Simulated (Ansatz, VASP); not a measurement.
**Two plane-wave programs on SiH6CO2**

```
CELL_PARAMETERS angstrom
7.99740 0.00000 0.00000
0.00000 7.99740 0.00000
0.00000 0.00000 7.99740
ATOMIC_POSITIONS crystal
O 0.46834 0.57482 0.91719
O 0.65073 0.76947 0.01631
O 0.77850 0.52775 0.50501
O 0.93275 0.28877 0.48644
O 0.12078 0.99588 0.02921
O 0.03697 0.74952 0.91576
C 0.54268 0.66576 0.03884
C 0.81310 0.36572 0.53769
C 0.02139 0.85964 0.01791
H 0.52092 0.60906 0.81174
H 0.49005 0.63145 0.16176
H 0.87134 0.57209 0.43682
H 0.71442 0.31292 0.61901
H 0.20313 0.98552 0.93863
H 0.92400 0.86464 0.11553
H 0.37625 0.96122 0.77088
H 0.54070 0.08755 0.99133
H 0.66057 0.05199 0.71356
H 0.43835 0.25614 0.76054
H 0.33045 0.72984 0.38960
H 0.03127 0.71581 0.36885
H 0.16984 0.58520 0.60463
H 0.15726 0.89166 0.58131
H 0.37556 0.38401 0.45078
H 0.45086 0.09548 0.39140
H 0.27749 0.25415 0.19459
H 0.57131 0.32248 0.22900
Si 0.50576 0.08982 0.80952
Si 0.17272 0.73122 0.48994
Si 0.41689 0.26372 0.31570
```

Alike in both runs: functional PBE; k mesh 1 × 1 × 1; occupations fermi-dirac, width 0.02 eV; no spin polarisation.

Ansatz relaxed the structure, and its values are those at the end. VASP's run is a single point on that final structure, the one shown.

|  | VASP | Ansatz |
| --- | --- | --- |
| version | VASP 6.6.1 | Ansatz 0.2.0 |
| potentials or method | VASP PAW PBE potentials, release 64 (O, C, H, Si), cutoff 520 eV | scalar-relativistic, plane waves, PAW |
| valence electrons in the cell | 78 | 78 |

Ansatz gave:

| Item | Value |
| --- | --- |
| rms of the force components (eV/Å) | 0.068 |

Problem. Which values does VASP return?

Solution. rms of the force components (eV/Å): 0.132.

One of these differences is far larger than is usual between the two programs; its cause wasn't traced.

Noted on VASP's run: the standard files for N, O and F lose accuracy on very short bonds.
